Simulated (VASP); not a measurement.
Wanted: the native input for a VASP 6.6.1 run.

| Property | Result |
| --- | --- |
| Task | single point |
| Functional | LDA |
| Potentials or basis | VASP PAW LDA potentials, release 64 (Nb_sv) |
| Cutoff | 520 eV |
| k mesh | 6 × 6 × 6 |
| Occupations | methfessel-paxton, width 0.1 eV |
| Spin | no spin polarisation |
| Dipole correction | no |
| Further INCAR settings | ALGO = Normal; EDIFF = 1e-06; NBANDS = 34 |

The structure of Nb lies in POSCAR:

```
Nb
1.0
    4.1423438201      0.0000000000      0.0000000000
    0.0000000000      4.1423438201      0.0000000000
    0.0000000000      0.0000000000      4.1423438201
Nb
4
Direct
    0.0000000000      0.0000000000      0.0000000000
    0.0000000000      0.5000000000      0.5000000000
    0.5000000000      0.0000000000      0.5000000000
    0.5000000000      0.5000000000      0.0000000000
```

These files were run (other wordings do the same):

INCAR

```
SYSTEM = Nb
PREC     = Accurate       ! precision mode
ENCUT    = 520            ! plane-wave cutoff, eV
EDIFF    = 1E-6           ! SCF threshold, eV
ISMEAR   = 1              ! smearing method
SIGMA    = 0.1            ! smearing width, eV
LREAL    = .FALSE.        ! projectors in reciprocal space
LASPH    = .TRUE.         ! aspherical terms in the spheres
NELM     = 100            ! most SCF steps
ALGO     = Normal         ! electronic algorithm
ISIF     = 2              ! what is computed and relaxed
LWAVE    = .FALSE.        ! write WAVECAR
LCHARG   = .FALSE.        ! write CHGCAR
NBANDS   = 34             ! bands
```

KPOINTS

```
regular mesh
0
G
  6 6 6
  0 0 0
```

Potentials or basis: VASP PAW LDA potentials, release 64 (Nb_sv).

The run is started by

```console
$ cat potpaw_LDA.64/Nb_sv/POTCAR > POTCAR
$ mpirun -np 1 vasp_std > vasp.out
```

It gave:

| Property | Result |
| --- | --- |
| Pressure | 0.0 GPa |
| Band gap on the k mesh | zero (band 26 reaches 12.07 eV, above the bottom of band 27 at 10.43 eV) |

It took 14 s on 1 thread of Intel(R) Xeon(R) 6975P-C (Granite Rapids), on a shared host, peak memory 0.16 GiB.
